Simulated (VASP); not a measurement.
# Se (Im-3m) in VASP: further runs

The runs below take Se through single point, with LDA.

Program: VASP 6.6.1. These are calculated values, not measurements. Logs are shortened: lines on timing, memory, paths and dates and some standing lists are left out, and cuts for length are marked.

**1. The cell of the first run**

Symmetry: Im-3m, No. 229, cubic system. The conventional cell has a = 2.985 Å, b = 2.985 Å, c = 2.985 Å, α = 90.00°, β = 90.00°, γ = 90.00°. Se (site symmetry m-3m) has 14 Se at 2.59 to 2.99 Å within 3.4 Å.

This isn't the form of Se at room conditions, which is trigonal, of chains.

**2. Single point, LDA (13.30 Å³/atom)**

Contents of POSCAR:

```
Se
1.0
   -1.4925997794      1.4925997794      1.4925997794
    1.4925997794     -1.4925997794      1.4925997794
    1.4925997794      1.4925997794     -1.4925997794
Se
1
Direct
    0.0000000000      0.0000000000      0.0000000000
```

Contents of INCAR.step1:

```
SYSTEM = Se
ALGO = Normal
EDIFF = 1E-6
ENCUT = 520
GGA = CA
ISIF = 2
ISMEAR = -1
LASPH = .True.
LCHARG = .True.
LREAL = .False.
LWAVE = .False.
NBANDS = 9
NELM = 100
PREC = Accurate
SIGMA = 0.08
```

Contents of KPOINTS.step1:

```
k-points
0
Gamma
  15 15 15
  0 0 0
```

Contents of INCAR.step2:

```
SYSTEM = Se
ALGO = Normal
EDIFF = 1E-6
ENCUT = 520
GGA = CA
ICHARG = 11
ISIF = 2
ISMEAR = -5
LASPH = .True.
LCHARG = .False.
LORBIT = 11
LREAL = .False.
LWAVE = .False.
NBANDS = 9
NEDOS = 1001
NELM = 100
PREC = Accurate
SIGMA = 0.08
```

Contents of KPOINTS.step2:

```
k-points
0
Gamma
  23 23 23
  0 0 0
```

Potentials or basis: VASP PAW LDA potentials, release 64 (Se).

On the command line:

```sh
$ cat potpaw_LDA.64/Se/POTCAR > POTCAR
$ cp INCAR.step1 INCAR
$ cp KPOINTS.step1 KPOINTS
$ mpirun -np 1 vasp_std > vasp.out
$ cp INCAR.step2 INCAR
$ cp KPOINTS.step2 KPOINTS
$ mpirun -np 1 vasp_std > vasp.out
```

OUTCAR:

```text
SYSTEM = Se
   EDIFF = 1E-6
   ENCUT = 520
   GGA = CA
   ICHARG = 11
   ISIF = 2
   ISMEAR = -5
   LASPH = .True.
   LORBIT = 11
   LREAL = .False.
   NELM = 100
   PREC = Accurate

 ion  position               nearest neighbor table
   1  0.000  0.000  0.000-

  LATTYP: Found a body centered cubic cell.
 ALAT       =     2.9851995588

  Lattice vectors:

 A1 = (  -1.4925997794,   1.4925997794,   1.4925997794)
 A2 = (   1.4925997794,  -1.4925997794,   1.4925997794)
 A3 = (   1.4925997794,   1.4925997794,  -1.4925997794)

Analysis of symmetry for initial positions (statically):
=====================================================================
 Subroutine PRICEL returns:
 Original cell was already a primitive cell.

 Routine SETGRP: Setting up the symmetry group for a
 body centered cubic supercell.

 Subroutine GETGRP returns: Found 48 space group operations
 (whereof 48 operations were pure point group operations)
 out of a pool of 48 trial point group operations.

The static configuration has the point symmetry O_h .

Analysis of symmetry for dynamics (positions and initial velocities):
=====================================================================
 Subroutine PRICEL returns:
 Original cell was already a primitive cell.

 Routine SETGRP: Setting up the symmetry group for a
 body centered cubic supercell.

 Subroutine GETGRP returns: Found 48 space group operations
 (whereof 48 operations were pure point group operations)
 out of a pool of 48 trial point group operations.

The dynamic configuration has the point symmetry O_h .

 Subroutine INISYM returns: Found 48 space group operations
 (whereof 48 operations are pure point group operations),
 and found     1 'primitive' translations

----------------------------------------------------------------------------------------

                                     Primitive cell

  volume of cell :      13.3012

  direct lattice vectors                    reciprocal lattice vectors
    -1.492599779  1.492599779  1.492599779     0.000000000  0.334985980  0.334985980
     1.492599779 -1.492599779  1.492599779     0.334985980  0.000000000  0.334985980
     1.492599779  1.492599779 -1.492599779     0.334985980  0.334985980  0.000000000

  length of vectors
     2.585258653  2.585258653  2.585258653     0.473741716  0.473741716  0.473741716

  position of ions in fractional coordinates (direct lattice)
     0.000000000  0.000000000  0.000000000

  ion indices of the primitive-cell ions
   primitive index   ion index
                 1           1

----------------------------------------------------------------------------------------

 KPOINTS: k-points

Automatic generation of k-mesh.
 Grid dimensions read from file:
 generate k-points for:   23   23   23

 Generating k-lattice:

  Cartesian coordinates                     Fractional coordinates (reciprocal lattice)
     0.000000000  0.014564608  0.014564608     0.043478261  0.000000000  0.000000000
     0.014564608  0.000000000  0.014564608     0.000000000  0.043478261  0.000000000
     0.014564608  0.014564608  0.000000000     0.000000000  0.000000000  0.043478261

  Length of vectors
     0.020597466  0.020597466  0.020597466

  Shift w.r.t. Gamma in fractional coordinates (k-lattice)
     0.000000000  0.000000000  0.000000000

 TETIRR: Found  14515 inequivalent tetrahedra from    73002

 Subroutine IBZKPT returns following result:
 ===========================================

 Found    364 irreducible k-points:

 Following reciprocal coordinates:
            Coordinates               Weight
  0.000000  0.000000  0.000000      1.000000
  0.043478  0.000000  0.000000     12.000000
  0.086957  0.000000  0.000000     12.000000
  0.130435  0.000000  0.000000     12.000000
  0.173913  0.000000  0.000000     12.000000
  0.217391  0.000000  0.000000     12.000000
[... 16 lines left out ...]
  0.478261  0.043478  0.000000     24.000000
  0.086957  0.086957  0.000000     24.000000
 [... further k-points ...]
   k-points           NKPTS =    364   k-points in BZ     NKDIM =    364   number of bands    NBANDS=      9
   number of dos      NEDOS =   1001   number of ions     NIONS =      1
   total plane-waves  NPLWV =   8000
   dimension x,y,z NGX =    20 NGY =   20 NGZ =   20
   dimension x,y,z NGXF=    40 NGYF=   40 NGZF=   40
   ions per type =               1
   NGX,Y,Z   is equivalent  to a cutoff of  12.86, 12.86, 12.86 a.u.
   NGXF,Y,Z  is equivalent  to a cutoff of  25.72, 25.72, 25.72 a.u.
 SYSTEM =  Se
   PREC   = accura    normal or accurate (medium, high low for compatibility)
   ISTART =      0    job   : 0-new  1-cont  2-samecut
   ICHARG =     11    charge: 1-file 2-atom 10-const
   ISPIN  =      1    spin polarized calculation?
   LNONCOLLINEAR =      F non collinear calculations
   LSORBIT =      F    spin-orbit coupling
   LASPH  =      T    aspherical Exc in radial PAW
   ENCUT  =  520.0 eV  38.22 Ry    6.18 a.u.   4.81  4.81  4.81*2*pi/ulx,y,z
   NELM   =    100;   NELMIN=  2; NELMDL=  0     # of ELM steps
   EDIFF  = 0.1E-05   stopping-criterion for ELM
   LREAL  =      F    real-space projection
   EDIFFG = 0.1E-04   stopping-criterion for IOM
   NSW    =      0    number of steps for IOM
   IBRION =     -1    ionic relax: 0-MD 1-quasi-New 2-CG
   NFREE  =      0    steps in history (QN), initial steepest desc. (CG)
   ISIF   =      2    stress and relaxation
   ISYM   =      2    0-nonsym 1-usesym 2-fastsym
   POTIM  = 0.5000    time-step for ionic-motion
   TEBEG  =    0.0;   TEEND  =   0.0 temperature during run
   PSTRESS=    0.0 pullay stress
   NELECT =       6.0000    total number of electrons
   NUPDOWN=      -1.0000    fix difference up-down
   EMIN   =  10.00;   EMAX   =-10.00  energy-range for DOS
   EFERMI =   0.00;   METHOD = LEGACY
   ISMEAR =    -5;   SIGMA  =   0.08  broadening in eV -4-tet -1-fermi 0-gaus
   EFERMI_NEDOS =   21; number of points for ismear=-14 and -15
   IALGO  =     38    algorithm
   IMIX   =      4    mixing-type and parameters
     AMIX     =   0.40;   BMIX     =  1.00
     AMIX_MAG =   1.60;   BMIX_MAG =  1.00
  volume/ion in A,a.u.               =      13.30        89.76
  Fermi-wavevector in a.u.,A,eV,Ry     =   1.255534  2.372616 21.447763  1.576366
  Thomas-Fermi vector in A             =   2.389286
   LORBIT       =     11    0 simple, 1 ext, 2 COOP (PROOUT), +10 PAW based schemes
   GGA     = CA    functional components
   LHFCALC =     F    Hartree Fock is set to
   AEXX    =    0.0000 exact exchange contribution
   IVDW    =     0    specifies the selected vdW correction
   LEPSILON=     F    determine dielectric tensor
   LRPA    =     F    only Hartree local field effects (RPA)
 non-spin polarized calculation
 Fermi weights with tetrahedron method with Bloechl corrections
  energy-cutoff  :      520.00
  volume of cell :       13.30
 maximum number of plane-waves:       370

 number of electron       5.9999997 magnetization

 Free energy of the ion-electron system (eV)
  ---------------------------------------------------
  ext. energy  EPLUGINS =         0.00000000
  ---------------------------------------------------
  free energy    TOTEN  =        -2.81111285 eV

  energy without entropy =       -2.81111285  energy(sigma->0) =       -2.81111285

 E-fermi :  12.0857     XC(G=0): -12.7320

 val. band max:       12.1662256362   @ k =  -0.4783   0.4783   0.0435
 cond. band min:      11.7661240158   @ k =   0.1304   0.1304   0.1304
 fundamental gap:     -0.4001016204
 Fermi energy:        12.0856528607

 k-point     1 :       0.0000    0.0000    0.0000
  band No.  band energies     occupation
      1      -8.9862      2.00000
      2      17.8089      0.00000
      3      17.8089      0.00000
      4      17.8089      0.00000
      5      25.6081      0.00000
      6      25.6081      0.00000
      7      25.6081      0.00000
      8      29.1798      0.00000
      9      29.1798      0.00000

 k-point     2 :       0.0435    0.0000    0.0000
  band No.  band energies     occupation
      1      -8.9248      2.00000
      2      17.3679      0.00000
      3      17.5987      0.00000
      4      17.7647      0.00000
      5      25.2894      0.00000
      6      25.4929      0.00000
      7      25.9273      0.00000
      8      28.2178      0.00000
      9      28.7304      0.00000

 k-point     3 :       0.0870    0.0000    0.0000
  band No.  band energies     occupation
      1      -8.7406      2.00000
      2      16.1994      0.00000
      3      17.0556      0.00000
      4      17.6344      0.00000
      5      24.5658      0.00000
      6      24.9064      0.00000
      7      26.7975      0.00000
      8      27.7465      0.00000
      9      28.1931      0.00000

 k-point     4 :       0.1304    0.0000    0.0000
  band No.  band energies     occupation
      1      -8.4341      2.00000
      2      14.5913     -0.00355
      3      16.3422      0.00000
      4      17.4267      0.00000
      5      23.7295      0.00000
      6      23.9631      0.00000
      7      27.8634      0.00000
      8      27.9187      0.00000
      9      28.0562      0.00000
[... 205 lines left out ...]
 k-point    22 :       0.4348    0.0435    0.0000
  band No.  band energies     occupation
      1      -2.7665      2.00000
      2       1.8047      2.00000
      3      12.1402      0.98537
      4      15.1548      0.00000
      5      19.8833      0.00000
      6      20.5050      0.00000
      7      31.2080      0.00000
      8      34.1266      0.00000
      9      34.2809      0.00000

 k-point    23 :       0.4783    0.0435    0.0000
  band No.  band energies     occupation
      1      -2.3304      2.00000
      2       1.2551      2.00000
      3      12.0777      1.24969
      4      15.1136      0.00000
      5      19.8258      0.00000
      6      20.4527      0.00000
      7      31.8267      0.00000
      8      33.5055      0.00000
      9      34.8084      0.00000

 k-point    24 :       0.0870    0.0870    0.0000
  band No.  band energies     occupation
      1      -8.2505      2.00000
      2      14.0190     -0.02240
      3      15.8250      0.00000
      4      16.9028      0.00000
      5      23.6393      0.00000
      6      24.1798      0.00000
      7      26.9001      0.00000
      8      27.8220      0.00000
      9      29.5793      0.00000

 [... further k-points ...]

------------------------ aborting loop because EDIFF is reached ----------------------------------------

  FORCE on cell =-STRESS in cart. coord.  units (eV):
  Direction    XX          YY          ZZ          XY          YZ          ZX
  --------------------------------------------------------------------------------------
  -------------------------------------------------------------------------------------
  Total        5.9054934      5.9054934      5.9054934     -0.0000000     -0.0000000     -0.0000000
  in kB      711.3390660    711.3390660    711.3390660     -0.0000000     -0.0000000     -0.0000000
  external PRESSURE =     711.3390660 kB  Pullay stress =       0.0000000 kB

 VOLUME and BASIS-vectors are now :
 -----------------------------------------------------------------------------
  energy-cutoff  :      520.00
  volume of cell :       13.30
      direct lattice vectors                 reciprocal lattice vectors
    -1.492599779  1.492599779  1.492599779     0.000000000  0.334985980  0.334985980
     1.492599779 -1.492599779  1.492599779     0.334985980  0.000000000  0.334985980
     1.492599779  1.492599779 -1.492599779     0.334985980  0.334985980  0.000000000

 POSITION                                       TOTAL-FORCE (eV/Angst)
 -----------------------------------------------------------------------------------
      0.00000      0.00000      0.00000         0.000000     -0.000000     -0.000000
 -----------------------------------------------------------------------------------
    total drift:                                0.000000      0.000000     -0.000000

  FREE ENERGIE OF THE ION-ELECTRON SYSTEM (eV)
  ---------------------------------------------------
  free  energy   TOTEN  =        -2.8111128494 eV

  energy  without entropy=       -2.8111128494  energy(sigma->0) =       -2.81111285

 total charge

# of ion       s       p       d       tot
------------------------------------------
    1        1.560   2.229   0.173   3.961
```

Wall time 22 s (1 thread of Intel Xeon Platinum 8488C (Sapphire Rapids), shared host); peak memory 0.16 GiB.

What came out:

```yaml
Valence_electrons_inside_the_program's_atomic_spheres: Se 3.96
```

Caveat: tetrahedron occupations give inexact forces and stress in metals.

**3. Single point, LDA (13.30 Å³/atom)**

POSCAR is that of step 2.

Contents of INCAR.step1:

```
PREC     = Accurate       # precision mode
ENCUT    = 520            # plane-wave cutoff, eV
EDIFF    = 1E-7           # SCF threshold, eV
ISMEAR   = -1             # smearing method
SIGMA    = 0.08           # smearing width, eV
LREAL    = False          # projectors in reciprocal space
LASPH    = True           # aspherical terms in the spheres
NELM     = 60             # most SCF steps
ALGO     = Normal         # electronic algorithm
ISIF     = 2              # what is computed and relaxed
LWAVE    = False          # write WAVECAR
LCHARG   = True           # write CHGCAR
NBANDS   = 9              # bands
```

Contents of KPOINTS.step1:

```
regular mesh
0
Gamma
  15 15 15
```

Contents of INCAR.step2:

```
PREC     = Accurate       # precision mode
ENCUT    = 520            # plane-wave cutoff, eV
EDIFF    = 1E-7           # SCF threshold, eV
ISMEAR   = -5             # smearing method
SIGMA    = 0.08           # smearing width, eV
LREAL    = False          # projectors in reciprocal space
LASPH    = True           # aspherical terms in the spheres
NELM     = 60             # most SCF steps
ALGO     = Normal         # electronic algorithm
ISIF     = 2              # what is computed and relaxed
LWAVE    = False          # write WAVECAR
LCHARG   = False          # write CHGCAR
LORBIT   = 11             # projections on sites
NEDOS    = 2001           # points of the DOS
ICHARG   = 11             # starting density
```

Contents of KPOINTS.step2:

```
regular mesh
0
Gamma
  23 23 23
```

Potentials or basis: VASP PAW LDA potentials, release 64 (Se).

On the command line:

```sh
$ cat potpaw_LDA.64/Se/POTCAR > POTCAR
$ cp INCAR.step1 INCAR
$ cp KPOINTS.step1 KPOINTS
$ mpirun -np 1 vasp_std > vasp.out
$ cp INCAR.step2 INCAR
$ cp KPOINTS.step2 KPOINTS
$ mpirun -np 1 vasp_std > vasp.out
```

It took 20 s on 1 thread of Intel Xeon Platinum 8488C (Sapphire Rapids), shared host; peak memory 0.15 GiB.

The run converged. Its results:

```yaml
Valence_electrons_inside_the_program's_atomic_spheres: Se 3.96
```

Levels at points of the mesh, in eV from the Fermi level:
```tsv
k point	band 1	band 2	band 3	band 4	band 5	band 6
(0.00, 0.00, 0.00)	-21.07	5.72	5.72	5.72	13.52	13.52
```

Caveat: tetrahedron occupations give inexact forces and stress in metals.
